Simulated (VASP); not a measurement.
# SnS2 (P-3m1) in VASP: notebook

SnS2 is run at these levels: r2SCAN; tasks: single point.

Everything below comes from runs of VASP 6.6.1. Logs are shortened: lines on timing, memory, paths and dates and some standing lists are left out, and cuts for length are marked.

## Step 1: The cell of the first run

Symmetry: P-3m1, No. 164, trigonal system. The conventional cell has a = 3.807 Å, b = 3.807 Å, c = 5.748 Å, α = 90.00°, β = 90.00°, γ = 120.00°. Sn (site symmetry -3m) has 6 S at 2.61 Å within 3.4 Å. Within 3.4 Å of S (site symmetry 3m) lie 3 Sn at 2.61 Å.

## Step 2: Single point, r2SCAN, non-collinear spin, zero start, spin-orbit coupling (epitaxial xy strain +4.0%)

Contents of POSCAR:

```
SnS2
1.0
    3.8071849988      0.0000000000      0.0000000000
   -1.9035924994      3.2971189259      0.0000000000
    0.0000000000      0.0000000000      5.7475175151
Sn S
1 2
Direct
    0.0000000000      0.0000000000      0.0000000000
    0.3333333333      0.6666666667      0.2457484907
    0.6666666667      0.3333333333      0.7542515093
```

Contents of INCAR.step1:

```
  PREC = Accurate
  ENCUT = 550
  ISMEAR = -1
  SIGMA = 0.02
  LREAL = F
  LASPH = T
  NELM = 200
  MAGMOM = 0 0 0 0 0 0 0 0 0
  LSORBIT = T
  GGA_COMPAT = F
  NBANDS = 39
  GGA = PE
  ALGO = Normal
  EDIFF = 1E-5
  LWAVE = T
  LCHARG = F
```

Contents of INCAR.step2:

```
  PREC = Accurate
  ENCUT = 550
  EDIFF = 1E-6
  ISMEAR = -1
  SIGMA = 0.02
  LREAL = F
  LASPH = T
  NELM = 200
  ALGO = Normal
  ISIF = 2
  LWAVE = F
  LCHARG = F
  MAGMOM = 0 0 0 0 0 0 0 0 0
  LORBIT = 11
  LSORBIT = T
  GGA_COMPAT = F
  LORBMOM = T
  METAGGA = R2SCAN
  LMIXTAU = T
  NBANDS = 39
  ISTART = 1
```

Contents of KPOINTS:

```
regular mesh
0
Gamma
  12 12 4
```

Potentials or basis: VASP PAW PBE potentials, release 64 (Sn_d, S).

Launch:

```console
$ cat potpaw_PBE.64/Sn_d/POTCAR potpaw_PBE.64/S/POTCAR > POTCAR
$ cp INCAR.step1 INCAR
$ mpirun -np 1 vasp_ncl > vasp.out
$ cp INCAR.step2 INCAR
$ mpirun -np 1 vasp_ncl > vasp.out
```

OUTCAR:

```text
PREC = Accurate
   ENCUT = 550
   EDIFF = 1E-6
   ISMEAR = -1
   LREAL = F
   LASPH = T
   NELM = 200
   ISIF = 2
   LORBIT = 11
   LSORBIT = T
   METAGGA = R2SCAN
   ISTART = 1

 ion  position               nearest neighbor table
   1  0.000  0.000  0.000-   2 2.61   3 2.61   3 2.61   2 2.61   3 2.61   2 2.61
   2  0.333  0.667  0.246-   1 2.61   1 2.61   1 2.61
   3  0.667  0.333  0.754-   1 2.61   1 2.61   1 2.61

  LATTYP: Found a hexagonal cell.
 ALAT       =     3.8071849988
 C/A-ratio  =     1.5096501790

  Lattice vectors:

 A1 = (   3.8071849988,   0.0000000000,   0.0000000000)
 A2 = (  -1.9035924994,   3.2971189259,   0.0000000000)
 A3 = (   0.0000000000,   0.0000000000,   5.7475175151)

Analysis of symmetry for initial positions (statically):
=====================================================================
 Subroutine PRICEL returns:
 Original cell was already a primitive cell.

 Routine SETGRP: Setting up the symmetry group for a
 hexagonal supercell.

 Subroutine GETGRP returns: Found 12 space group operations
 (whereof 12 operations were pure point group operations)
 out of a pool of 24 trial point group operations.

The static configuration has the point symmetry D_3d.

Analysis of symmetry for dynamics (positions and initial velocities):
=====================================================================
 Subroutine PRICEL returns:
 Original cell was already a primitive cell.

 Routine SETGRP: Setting up the symmetry group for a
 hexagonal supercell.

 Subroutine GETGRP returns: Found 12 space group operations
 (whereof 12 operations were pure point group operations)
 out of a pool of 24 trial point group operations.

The dynamic configuration has the point symmetry D_3d.

Analysis of structural, dynamic, and magnetic symmetry:
=====================================================================
 Subroutine PRICEL returns:
 Original cell was already a primitive cell.

 Routine SETGRP: Setting up the symmetry group for a
 hexagonal supercell.

 Subroutine GETGRP returns: Found 12 space group operations
 (whereof 12 operations were pure point group operations)
 out of a pool of 24 trial point group operations.

The overall configuration has the point symmetry D_3d.

 Subroutine INISYM returns: Found 12 space group operations
 (whereof 12 operations are pure point group operations),
 and found     1 'primitive' translations

----------------------------------------------------------------------------------------

                                     Primitive cell

  volume of cell :      72.1471

[... 1159 lines left out ...]
      1.90359      1.09904      4.33507         0.000000      0.000000      0.037070
 -----------------------------------------------------------------------------------
    total drift:                                0.000000      0.000000      0.000000

  FREE ENERGIE OF THE ION-ELECTRON SYSTEM (eV)
  ---------------------------------------------------
  free  energy   TOTEN  =       -42.1783731347 eV

  energy  without entropy=      -42.1783731347  energy(sigma->0) =      -42.17837313

 orbital moment (x)

 # of ion     p       d       tot
 ----------------------------------------
  1        -0.000  -0.000  -0.000
  2         0.000   0.000   0.000
  3         0.000   0.000   0.000
 ----------------------------------------
            0.000  -0.000   0.000

 orbital moment (y)

 # of ion     p       d       tot
 ----------------------------------------
  1         0.000  -0.000  -0.000
  2         0.000   0.000   0.000
  3         0.000   0.000   0.000
 ----------------------------------------
            0.000  -0.000   0.000

 orbital moment (z)

 # of ion     p       d       tot
 ----------------------------------------
  1         0.000   0.000   0.000
  2         0.000   0.000   0.000
  3         0.000   0.000   0.000
 ----------------------------------------
            0.000   0.000   0.000

 Spin-Orbit-Coupling matrix elements

 Ion:    1  E_soc:     -0.0798160
 l=   1
     0.0000000    -0.0075140    -0.0075156
    -0.0075140     0.0000000    -0.0075140
    -0.0075156    -0.0075140     0.0000000
 l=   2
     0.0000000    -0.0011524     0.0000000    -0.0011524    -0.0046421
    -0.0011524     0.0000000    -0.0034846    -0.0011434    -0.0011524
     0.0000000    -0.0034846     0.0000000    -0.0034846     0.0000000
    -0.0011524    -0.0011434    -0.0034846     0.0000000    -0.0011524
    -0.0046421    -0.0011524     0.0000000    -0.0011524     0.0000000
 l=   3
     0.0000000     0.0000000     0.0000000     0.0000000     0.0000000     0.0000000     0.0000000
     0.0000000     0.0000000     0.0000000     0.0000000     0.0000000     0.0000000     0.0000000
     0.0000000     0.0000000     0.0000000     0.0000000     0.0000000     0.0000000     0.0000000
     0.0000000     0.0000000     0.0000000     0.0000000     0.0000000     0.0000000     0.0000000
[... 29 lines left out ...]
 l=   2
     0.0000000     0.0000000     0.0000000     0.0000000     0.0000000
     0.0000000     0.0000000     0.0000000     0.0000000     0.0000000
     0.0000000     0.0000000     0.0000000     0.0000000     0.0000000
     0.0000000     0.0000000     0.0000000     0.0000000     0.0000000
     0.0000000     0.0000000     0.0000000     0.0000000     0.0000000
 l=   3
     0.0000000     0.0000000     0.0000000     0.0000000     0.0000000     0.0000000     0.0000000
     0.0000000     0.0000000     0.0000000     0.0000000     0.0000000     0.0000000     0.0000000
     0.0000000     0.0000000     0.0000000     0.0000000     0.0000000     0.0000000     0.0000000
     0.0000000     0.0000000     0.0000000     0.0000000     0.0000000     0.0000000     0.0000000
     0.0000000     0.0000000     0.0000000     0.0000000     0.0000000     0.0000000     0.0000000
     0.0000000     0.0000000     0.0000000     0.0000000     0.0000000     0.0000000     0.0000000
     0.0000000     0.0000000     0.0000000     0.0000000     0.0000000     0.0000000     0.0000000

 total charge

# of ion       s       p       d       tot
------------------------------------------
    1        0.984   1.014  10.124  12.122
    2        1.352   2.346   0.000   3.698
    3        1.352   2.346   0.000   3.698
--------------------------------------------------
tot          3.688   5.707  10.124  19.518

 magnetization (x)

# of ion       s       p       d       tot
------------------------------------------
    1        0.000   0.000   0.000   0.000
    2        0.000  -0.000   0.000  -0.000
    3        0.000   0.000   0.000   0.000
--------------------------------------------------
tot          0.000  -0.000   0.000  -0.000

 magnetization (y)

# of ion       s       p       d       tot
------------------------------------------
    1        0.000   0.000   0.000   0.000
    2        0.000  -0.000   0.000  -0.000
    3        0.000  -0.000   0.000  -0.000
--------------------------------------------------
tot          0.000  -0.000   0.000  -0.000

 magnetization (z)

# of ion       s       p       d       tot
------------------------------------------
    1       -0.000  -0.000  -0.000  -0.000
    2        0.000   0.000   0.000   0.000
    3        0.000   0.000   0.000   0.000
--------------------------------------------------
tot         -0.000  -0.000  -0.000  -0.000
```

Run time: 36 min. Hardware: 1 thread of Intel Xeon Platinum 8259CL at 2.50GHz (Skylake/Cascade Lake), shared host; peak memory 0.63 GiB.

What came out:

- Free energy: -42.1784 eV
- Pressure: -2.9 GPa
- Largest force: 0.037 eV/Å
- Net moment: 0.00 μB per cell
- Valence electrons inside the program's atomic spheres: Sn 12.12; S 3.70

Forces in eV/Å, atoms in the order of the input:
```
Sn   0.000  0.000  0.000
S    0.000  0.000 -0.037
S    0.000  0.000  0.037
```

Stress tensor (GPa, compression positive):
```
-4.74  0.00  0.00
 0.00 -4.74  0.00
 0.00  0.00  0.76
```

Moments on the atoms (μB; x, y, z):
```
Sn  0.00 0.00 0.00
S   0.00 0.00 0.00
S   0.00 0.00 0.00
```

Caveat: the cell differs from its parent crystal (epitaxial xy strain +4.0%); the stress differs along the axes, from -5 to 1 GPa; the PAW data sets were made with another functional, which shifts forces and pressure a little.

## Step 3: Single point, r2SCAN, non-collinear spin, zero start, spin-orbit coupling (epitaxial xy strain -2.0%)

Contents of POSCAR:

```
SnS2
1.0
    3.5875397104      0.0000000000      0.0000000000
   -1.7937698552      3.1069005263      0.0000000000
    0.0000000000      0.0000000000      6.0546406447
Sn S
1 2
Direct
    0.0000000000      0.0000000000      0.0000000000
    0.3333333333      0.6666666667      0.2460766716
    0.6666666667      0.3333333333      0.7539233284
```

Contents of INCAR.step1:

```
ALGO     = Normal         # electronic algorithm
EDIFF    = 1E-5           # SCF threshold, eV
ENCUT    = 550            # plane-wave cutoff, eV
GGA      = PE             # functional
GGA_COMPAT= F            
ISMEAR   = 0              # smearing method
LASPH    = T              # aspherical terms in the spheres
LCHARG   = F              # write CHGCAR
LNONCOLLINEAR= T              # non-collinear magnetism
LREAL    = F              # projectors in reciprocal space
LSORBIT  = T              # spin-orbit coupling
LWAVE    = T              # write WAVECAR
MAGMOM   = 0 0 0 0 0 0 0 0 0 # initial moments
NBANDS   = 39             # bands
NELM     = 200            # most SCF steps
PREC     = Accurate       # precision mode
SIGMA    = 0.01           # smearing width, eV
```

Contents of INCAR.step2:

```
ALGO     = Normal         # electronic algorithm
EDIFF    = 1E-6           # SCF threshold, eV
ENCUT    = 550            # plane-wave cutoff, eV
GGA_COMPAT= F            
ISIF     = 2              # what is computed and relaxed
ISMEAR   = 0              # smearing method
ISTART   = 1            
LASPH    = T              # aspherical terms in the spheres
LCHARG   = F              # write CHGCAR
LMIXTAU  = T            
LNONCOLLINEAR= T              # non-collinear magnetism
LORBIT   = 11             # projections on sites
LORBMOM  = T            
LREAL    = F              # projectors in reciprocal space
LSORBIT  = T              # spin-orbit coupling
LWAVE    = F              # write WAVECAR
MAGMOM   = 0 0 0 0 0 0 0 0 0 # initial moments
METAGGA  = R2SCAN         # meta-GGA
NBANDS   = 39             # bands
NELM     = 200            # most SCF steps
PREC     = Accurate       # precision mode
SIGMA    = 0.01           # smearing width, eV
```

Contents of KPOINTS:

```
k-points
0
Gamma
  12 12 4
```

Potentials or basis: VASP PAW PBE potentials, release 64 (Sn_d, S).

Launch:

```console
$ cat potpaw_PBE.64/Sn_d/POTCAR potpaw_PBE.64/S/POTCAR > POTCAR
$ cp INCAR.step1 INCAR
$ mpirun -np 1 vasp_ncl > vasp.out
$ cp INCAR.step2 INCAR
$ mpirun -np 1 vasp_ncl > vasp.out
```

It took 16 min on 1 thread of Intel Xeon 6975P-C (Granite Rapids), shared host; peak memory 0.57 GiB.

Results (log left out):

```
Free energy                                           : -42.2242 eV
Pressure                                              : 3.2 GPa
Largest force                                         : 0.044 eV/Å
Net moment                                            : 0.00 μB per cell
Valence electrons inside the program's atomic spheres : Sn 12.25; S 3.73
```

Forces on the atoms (eV/Å):
```
Sn   0.000  0.000  0.000
S    0.000  0.000 -0.044
S    0.000  0.000  0.044
```

Stress tensor (GPa, compression positive):
```
4.39 0.00 0.00
0.00 4.39 0.00
0.00 0.00 0.78
```

Moments on the atoms (μB; x, y, z):
```
Sn  0.00 0.00 0.00
S   0.00 0.00 0.00
S   0.00 0.00 0.00
```

Caveat: the cell differs from its parent crystal (epitaxial xy strain -2.0%); the cell stands under pressure; the PAW data sets were made with another functional, which shifts forces and pressure a little.
